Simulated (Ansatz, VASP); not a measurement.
## CdTe: VASP beside Ansatz

The input POSCAR:

```
CdTe
1.0
    0.0000000000      3.2799012452      3.2799012452
    3.2799012452      0.0000000000      3.2799012452
    3.2799012452      3.2799012452      0.0000000000
Cd Te
1 1
Direct
    0.0000000000      0.0000000000      0.0000000000
    0.2500000000      0.2500000000      0.2500000000
```

The input INCAR.step1:

```
PREC = Accurate ; ENCUT = 520
ISMEAR = 0 ; SIGMA = 0.01
LREAL = False ; LASPH = True
NELM = 80 ; NBANDS = 16
GGA = PE ; ALGO = Normal
EDIFF = 1E-4 ; LWAVE = True
LCHARG = False
```

Contents of INCAR.step2:

```
PREC = Accurate ; ENCUT = 520
EDIFF = 1E-6 ; ISMEAR = 0
SIGMA = 0.01 ; LREAL = False
LASPH = True ; NELM = 80
ALGO = Normal ; ISIF = 2
LWAVE = False ; LCHARG = True
METAGGA = R2SCAN ; LMIXTAU = True
LELF = True ; LVHAR = True
NBANDS = 16 ; ISTART = 1
```

Contents of KPOINTS:

```
regular mesh
0
Gamma
  6 6 6
```

Input for Ansatz:

```yaml
crystal:
  lattice:
    - [0.0, 3.2799012452, 3.2799012452]
    - [3.2799012452, 0.0, 3.2799012452]
    - [3.2799012452, 3.2799012452, 0.0]
  atoms:
    - { symbol: Cd, position: [0.0, 0.0, 0.0] }
    - { symbol: Te, position: [0.25, 0.25, 0.25] }
kpoints:
  mp_grid: { grid: [6, 6, 6] }
  band_path:
    path:
      - [0.0, 0.0, 0.0]
      - [-0.5, -0.5, 0.0]
      - [-0.375, -0.375, 0.25]
      - [-0.375, 0.0, 0.375]
      - [0.0, 0.0, 0.5]
      - [-0.5, -0.25, 0.25]
    npoints: 1
hamiltonian:
  xc: r2scan
scf:
  occupations: { method: fixed }
  n_extra_bands: 4
output:
  forces: true
  stress: true
  eigenvalues: true
```

Alike in both runs: task single point; functional r2SCAN; k mesh 6 × 6 × 6; no spin polarisation.

|  | VASP | Ansatz |
| --- | --- | --- |
| version | VASP 6.6.1 | Ansatz 0.2.0 |
| potentials or method | VASP PAW PBE potentials, release 64 (Cd, Te) | plane waves, PAW |
| plane-wave cutoff (eV) | 520 | 500 |
| occupations | gaussian, width 0.01 eV | fixed |
| valence electrons in the cell | 18 | 36 |

|  | VASP | Ansatz | Ansatz less VASP |
| --- | --- | --- | --- |
| gap on the k mesh at the Fermi level (eV) | 1.15 | 1.16 | +0.007 |
| pressure (GPa) | 0.1 | 0.0 | -0.11 |

VASP's potentials were made for PBE, not for r2SCAN. VASP's potentials hold 18 valence electrons a cell and Ansatz's 36, so a difference there can come from the potentials and not from the codes.

Spin-orbit coupling is off throughout.
